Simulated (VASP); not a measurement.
The system is SnO.

```
Sn O
1.0
     2.73691   -2.73780    0.00000
     2.73691    2.73780    0.00000
     0.00000    0.00000   10.22196
Sn O
4 4
Cartesian
  2.7369 -1.2952 8.8303
  2.7369 1.2952 1.3916
  2.7369 -1.4426 3.7193
  2.7369 1.4426 6.5026
  1.3685 -0.0654 2.5555
  4.1054 0.0654 7.6665
  1.3685 0.0654 7.6665
  4.1054 -0.0654 2.5555
```

Base run:

| Item | Value |
| --- | --- |
| Program | VASP 6.6.1 |
| Functional | PBEsol |
| Potentials or basis | VASP PAW PBE potentials, release 64 (Sn_d, O) |
| Cutoff | 520 eV |
| k mesh | 10 × 10 × 4 |
| Occupations | gaussian, width 0.02 eV |
| Spin | no spin polarisation |

Its results: band gap on the k mesh 0.50 eV; pressure -3.9 GPa; largest force 0.308 eV/Å.

Problem. The run is repeated on the same cell with these changes: functional from PBEsol to LDA; potentials or basis from VASP PAW PBE potentials, release 64 (Sn_d, O) to VASP PAW LDA potentials, release 64 (Sn_d, O). What comes out?

Solution. Band gap on the k mesh 0.56 eV; pressure -6.3 GPa; largest force 0.588 eV/Å.

Caveats: spin-orbit coupling is left out, which moves the levels of the heavy elements; the PAW data sets were made with another functional, which shifts forces and pressure a little (some runs).

A k mesh can miss the band edges.
